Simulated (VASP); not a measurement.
Here is a VASP 6.6.1 calculation.

INCAR

```
SYSTEM = InB2As3
PREC = Accurate
ENCUT = 600
EDIFF = 1E-6
ISMEAR = 0
SIGMA = 0.1
LREAL = .FALSE.
LASPH = .TRUE.
NELM = 60
ALGO = Normal
ISIF = 3
LWAVE = .FALSE.
LCHARG = .FALSE.
GGA = PE
IBRION = 2
NSW = 90
EDIFFG = -0.04
```

Contents of KPOINTS:

```
Automatic mesh
0
G
  6 6 4
  0 0 0
```

Contents of POSCAR:

```
InB2As3
1.0
    4.8187892500      0.0000000000      0.0000000000
   -2.4093946300      4.1731939100      0.0000000000
    0.0000000000      0.0000000000      6.4362993700
In B As
1 2 3
Direct
    0.0000000000      0.0000000000      0.5000000000
    0.3333333300      0.6666666700      0.5000000000
    0.6666666700      0.3333333300      0.5000000000
    0.3333333300      0.6666666700      0.0000000000
    0.6666666700      0.3333333300      0.0000000000
    0.0000000000      0.0000000000      0.0000000000
```

Potentials or basis: VASP PAW PBE potentials, release 64 (In_d, B, As).

Command:

```bash
$ cat potpaw_PBE.64/In_d/POTCAR potpaw_PBE.64/B/POTCAR potpaw_PBE.64/As/POTCAR > POTCAR
$ mpirun -np 1 vasp_std > vasp.out
```

**Question.** Predict the band gap on the k mesh.

**Answer.** Zero (band 17 reaches 7.83 eV, above the bottom of band 18 at 5.67 eV).

**Question.** What does it give for the relaxed cell?

**Answer.** a = 4.859 Å, b = 4.859 Å, c = 4.889 Å, α = 90.00°, β = 90.00°, γ = 120.00°.

Final structure:
```xyz
6
Lattice="4.8590 0.0000 0.0000 -2.4295 4.2080 0.0000 0.0000 0.0000 4.8889" Properties=species:S:1:pos:R:3 pbc="T T T"
In   -2.4295    4.2080    2.4444
B     0.0000    2.8053    2.4444
B     2.4295    1.4027    2.4444
As    0.0000    2.8053    0.0000
As    2.4295    1.4027    4.8889
As    0.0000    0.0000    4.8889
```

Caveat: spin-orbit coupling is left out, which moves the levels of the heavy elements.
